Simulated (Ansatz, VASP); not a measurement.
**ZrS: VASP beside Ansatz**

The input INCAR:

```
ALGO = Normal ; EDIFF = 1E-6
ENCUT = 520 ; GGA = PS
ISIF = 2 ; ISMEAR = 0
LASPH = T ; LCHARG = F
LREAL = F ; LWAVE = F
NBANDS = 16 ; NELM = 100
PREC = Accurate ; SIGMA = 0.05
```

KPOINTS

```
k-points
0
Gamma
  12 12 12
```

POSCAR

```
ZrS
1.0
    0.0000000000      2.6337210873      2.6337210873
    2.6337210873      0.0000000000      2.6337210873
    2.6337210873      2.6337210873      0.0000000000
Zr S
1 1
Direct
    0.5000000000      0.5000000000      0.5000000000
    0.0000000000      0.0000000000      0.0000000000
```

Input for Ansatz:

```yaml
crystal:
  lattice:
    - [0.0, 2.6337210873, 2.6337210873]
    - [2.6337210873, 0.0, 2.6337210873]
    - [2.6337210873, 2.6337210873, 0.0]
  atoms:
    - { symbol: Zr, position: [0.5, 0.5, 0.5] }
    - { symbol: S, position: [0.0, 0.0, 0.0] }
basis:
  ecutwfc: 420
  ecutrho_ratio: 4
kpoints:
  mp_grid: { grid: [12, 12, 12] }
hamiltonian:
  xc: pbesol
scf:
  occupations: { method: gaussian, width: 0.05 }
output:
  forces: true
  stress: true
  eigenvalues: true
```

Alike in both runs: task single point; functional PBEsol; k mesh 12 × 12 × 12; occupations gaussian, width 0.05 eV; no spin polarisation.

|  | VASP | Ansatz |
| --- | --- | --- |
| version | VASP 6.6.1 | Ansatz 0.2.0 |
| potentials or method | VASP PAW PBE potentials, release 64 (Zr_sv, S), cutoff 520 eV | scalar-relativistic, plane waves, PAW |
| valence electrons in the cell | 18 | 18 |

VASP gave:

```
gap on the k mesh at the Fermi level (eV) : none
pressure (GPa)                            : -7.5
```

Task: Which values does Ansatz return?

Result: gap on the k mesh at the Fermi level (eV): none; pressure (GPa): -7.7.

VASP's potentials were made for PBE, not for PBEsol. A gap of «none» marks a metal or a gap that the smearing closes. With one functional, cell and mesh, what is left measures potentials, basis and numerics.
